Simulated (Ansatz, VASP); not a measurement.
## One calculation of Eu, two programs

File INCAR:

```
SYSTEM = Eu
PREC     = Accurate       ! precision mode
ENCUT    = 520            ! plane-wave cutoff, eV
EDIFF    = 1E-7           ! SCF threshold, eV
ISMEAR   = 0              ! smearing method
SIGMA    = 0.1            ! smearing width, eV
LREAL    = .FALSE.        ! projectors in reciprocal space
LASPH    = .TRUE.         ! aspherical terms in the spheres
NELM     = 150            ! most SCF steps
ALGO     = Normal         ! electronic algorithm
ISIF     = 2              ! what is computed and relaxed
LWAVE    = .FALSE.        ! write WAVECAR
LCHARG   = .TRUE.         ! write CHGCAR
ISPIN    = 2              ! spin polarisation
MAGMOM   = 7.02           ! initial moments
LORBIT   = 11             ! projections on sites
LMAXMIX  = 6              ! l up to which the mixer works
GGA      = PE             ! functional
LELF     = .TRUE.         ! ELF
LVHAR    = .TRUE.       
NBANDS   = 18             ! bands
```

File KPOINTS:

```
Automatic mesh
0
G
  10 10 10
  0 0 0
```

The input POSCAR:

```
Eu
1.0
   -2.1939508085      2.1939508085      2.1939508085
    2.1939508085     -2.1939508085      2.1939508085
    2.1939508085      2.1939508085     -2.1939508085
Eu
1
Direct
    0.0000000000      0.0000000000      0.0000000000
```

Input for Ansatz:

```yaml
crystal:
  lattice:
    - [-2.1939508085, 2.1939508085, 2.1939508085]
    - [2.1939508085, -2.1939508085, 2.1939508085]
    - [2.1939508085, 2.1939508085, -2.1939508085]
  atoms:
    - { symbol: Eu, position: [0.0, 0.0, 0.0], spin: 7.02 }
hamiltonian:
  xc: pbe
  pseudopotentials:
    kind: paw
    azcp:
      Eu: "pseudopotentials/Eu.paw.azcp"
basis:
  ecutwfc: 420
  fft_grid_basis: typed
kpoints:
  mp_grid: { grid: [10, 10, 10], shift: [0, 0, 0] }
magnetization:
  spin_polarized: true
scf:
  occupations: { method: gaussian, width: 0.1 }
  lower_state_search: "off"
output:
  stress: true
  write_density: true
  write_potential: true
  elf: true
  volumetric_format: npy
```

Alike in both runs: task single point; functional PBE; k mesh 10 × 10 × 10; occupations gaussian, width 0.1 eV; collinear spin.

|  | VASP | Ansatz |
| --- | --- | --- |
| version | VASP 6.6.1 | Ansatz 0.2.0 |
| potentials or method | VASP PAW PBE potentials, release 64 (Eu), cutoff 520 eV | plane waves (420 eV) with PAW, scalar-relativistic |
| valence electrons in the cell | 17 | 17 |

VASP gave:

| Property | Result |
| --- | --- |
| pressure (GPa) | -0.3 |
| net moment per atom (μB) | 7.29 |
| size of the moment on the site where the two differ most (μB) | 6.68 |

Problem. What did Ansatz give for the same quantities?

Solution. Pressure (GPa): 0.0; net moment per atom (μB): 7.30; size of the moment on the site where the two differ most (μB): 7.04.

Site moments also hang on the region over which each program counts them.

Spin-orbit coupling is off throughout.
